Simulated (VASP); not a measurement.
Set up this calculation in VASP 6.6.1, as the native input.

```
Task                   : relaxation of cell and atoms
Functional             : PBE
Potentials or basis    : VASP PAW PBE potentials, release 64 (Mg, Cd, O)
Cutoff                 : 600 eV
k mesh                 : 6 × 6 × 2
Occupations            : gaussian, width 0.1 eV
Spin                   : no spin polarisation
Dipole correction      : no
Further INCAR settings : ALGO = Normal; EDIFF = 1e-06; IBRION = 2; EDIFFG = -0.04; NSW = 90; ISIF = 3
```

The structure of MgCd2O3 lies in POSCAR:

```
MgCd2O3
1.0
    3.5157431900      0.0000000000      0.0000000000
   -1.7578715900      3.0447229100      0.0000000000
    0.0000000000      0.0000000000      8.6117768800
Mg Cd O
1 2 3
Direct
    0.0000000000      0.0000000000      0.0000000000
    0.3333333300      0.6666666700      0.3333333300
    0.6666666700      0.3333333300      0.6666666700
    0.3333333300      0.6666666700      0.8333333300
    0.6666666700      0.3333333300      0.1666666700
    0.0000000000      0.0000000000      0.5000000000
```

These files were run (other wordings do the same):

INCAR

```
ALGO = Normal
EDIFF = 1E-6
EDIFFG = -0.04
ENCUT = 600
GGA = PE
IBRION = 2
ISIF = 3
ISMEAR = 0
LASPH = T
LCHARG = F
LREAL = F
LWAVE = F
NELM = 60
NSW = 90
PREC = Accurate
SIGMA = 0.1
```

KPOINTS

```
k-points
0
Gamma
  6 6 2
```

Potentials or basis: VASP PAW PBE potentials, release 64 (Mg, Cd, O).

Run with:

```console
$ cat potpaw_PBE.64/Mg/POTCAR potpaw_PBE.64/Cd/POTCAR potpaw_PBE.64/O/POTCAR > POTCAR
$ mpirun -np 1 vasp_std > vasp.out
```

It gave:

- Relaxed volume: 12.28 Å³/atom
- Relaxed cell: a = 3.242 Å, b = 3.242 Å, c = 8.097 Å, α = 90.00°, β = 90.00°, γ = 120.00°
- Space group after relaxing (to 0.1 Å): P-3m1 (No. 164)
- Energy gained by relaxing: 243.3 meV/atom
- Ionic steps: 10
- Pressure after relaxing: 0.0 GPa
- Largest force after relaxing: 0.021 eV/Å
- Band gap on the k mesh: 0.57 eV

Caveat: the volume moved by over 15 % at a fixed basis, so the end points are rough.

Run time: 2.5 min on 1 thread of Intel(R) Xeon(R) 6975P-C (Granite Rapids) (shared host), peak memory 0.26 GiB.
